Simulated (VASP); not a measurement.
Write the native input for VASP 6.6.1 that does the following.

```yaml
Task: electric field gradients
Functional: PBE
Potentials_or_basis: VASP PAW PBE potentials, release 64 (Hf_pv)
Cutoff: 520 eV
k_mesh: 13 × 13 × 7
Occupations: fermi-dirac, width 0.05 eV
Spin: no spin polarisation
Dipole_correction: no
Further_INCAR_settings: ALGO = Normal; EDIFF = 1e-08; NBANDS = 17
```

The structure of Hf lies in POSCAR:

```
Hf
1.0
    3.1966985242      0.0000000000      0.0000000000
   -1.5983492621      2.7684221302      0.0000000000
    0.0000000000      0.0000000000      5.0578000000
Hf
2
Direct
    0.3333333333      0.6666666667      0.2500000000
    0.6666666667      0.3333333333      0.7500000000
```

These files were run (other wordings do the same):

INCAR

```
SYSTEM = Hf
ALGO = Normal
EDIFF = 1E-8
ENCUT = 520
GGA = PE
ISIF = 2
ISMEAR = -1
LASPH = .True.
LCHARG = .False.
LEFG = .True.
LREAL = .False.
LWAVE = .False.
NBANDS = 17
NELM = 80
PREC = Accurate
SIGMA = 0.05
```

KPOINTS

```
k-points
0
Gamma
  13 13 7
  0 0 0
```

Potentials or basis: VASP PAW PBE potentials, release 64 (Hf_pv).

Command:

```sh
$ cat potpaw_PBE.64/Hf_pv/POTCAR > POTCAR
$ mpirun -np 1 vasp_std > vasp.out
```

Results of the run:

```
Pressure               : 0.3 GPa
Band gap on the k mesh : zero (band 10 reaches 6.10 eV, above the bottom of band 11 at 4.52 eV)
```

Caveat: without QUAD_EFG the Cq values of the log hold for a quadrupole moment of 1 mb, not for the nuclei; spin-orbit coupling is left out, which moves the levels of the heavy elements.

Wall time 20 s on 1 thread of Intel(R) Xeon(R) 6975P-C (Granite Rapids), on a shared host, peak memory 0.19 GiB.
